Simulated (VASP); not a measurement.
**Al20O: single point with LDA**

Al20O, a slab with vacuum:

```
CELL_PARAMETERS angstrom
8.10000 0.00000 0.00000
0.00000 5.72757 0.00000
0.00000 0.00000 16.72756
ATOMIC_POSITIONS crystal
Al 0.00000 0.00000 0.05978
Al 0.50000 0.00000 0.05978
Al 0.00000 0.50000 0.05978
Al 0.50000 0.50000 0.05978
Al 0.25000 0.25000 0.14538
Al 0.75000 0.25000 0.14538
Al 0.25000 0.75000 0.14538
Al 0.75000 0.75000 0.14538
Al 0.99584 0.00601 0.22189
Al 0.49972 0.99374 0.22769
Al 0.00417 0.50322 0.22664
Al 0.50157 0.49229 0.22335
Al 0.25159 0.21942 0.32122
Al 0.75101 0.25309 0.30455
Al 0.25905 0.71310 0.31346
Al 0.75612 0.74628 0.30664
Al 0.96471 0.99827 0.39312
Al 0.52684 0.99222 0.38786
Al 0.98136 0.48664 0.38779
Al 0.51107 0.48915 0.38441
O 0.17954 0.93488 0.37971
```

```json
{
 "Program": "VASP 6.6.1",
 "Task": "single point",
 "Functional": "LDA",
 "Potentials or basis": "VASP PAW LDA potentials, release 64 (Al, O)",
 "Cutoff": "520 eV",
 "k mesh": "3 × 4 × 1",
 "Occupations": "gaussian, width 0.1 eV",
 "Spin": "no spin polarisation"
}
```

```yaml
Largest_force: 1.033 eV/Å
Band_gap_on_the_k_mesh: zero (bands 33 and 34 overlap by 0.33 eV)
```

Forces in eV/Å, atoms in the order of the input:
```
Al  -0.048 -0.029  0.127
Al   0.083  0.021  0.380
Al   0.002  0.067  0.376
Al   0.029  0.002  0.208
Al  -0.006 -0.102 -0.008
Al  -0.059 -0.123 -0.565
Al  -0.098  0.091 -0.076
Al  -0.084  0.046 -0.419
Al  -0.033 -0.033 -0.034
Al  -0.012 -0.002  0.009
Al   0.002 -0.024  0.031
Al   0.001 -0.007  0.014
Al  -0.026 -0.164  0.158
Al   0.044 -0.039  0.002
Al  -0.017 -0.169  0.018
Al   0.033 -0.026 -0.043
Al  -0.159 -0.147  0.120
Al   0.081 -0.034 -0.005
Al  -0.166 -0.177  0.044
Al   0.011 -0.036 -0.015
O    0.423  0.886 -0.322
```

Levels at points of the mesh, in eV from the Fermi level:
| k point | band 30 | band 31 | band 32 | band 33 | band 34 | band 35 | band 36 | band 37 |
| --- | --- | --- | --- | --- | --- | --- | --- | --- |
| (0.00, 0.00, 0.00) | -0.94 | -0.80 | -0.63 | -0.42 | -0.07 | 0.27 | 0.53 | 0.67 |
| (0.00, 0.50, 0.00) | -0.65 | -0.06 | 0.11 | 0.13 | 0.49 | 0.60 | 0.66 | 0.83 |

It took 6.2 min on 1 thread of Intel(R) Xeon(R) Platinum 8488C (Sapphire Rapids) (shared host), peak memory 0.62 GiB.

Caveat: there is no dipole correction, which matters where the two faces differ.
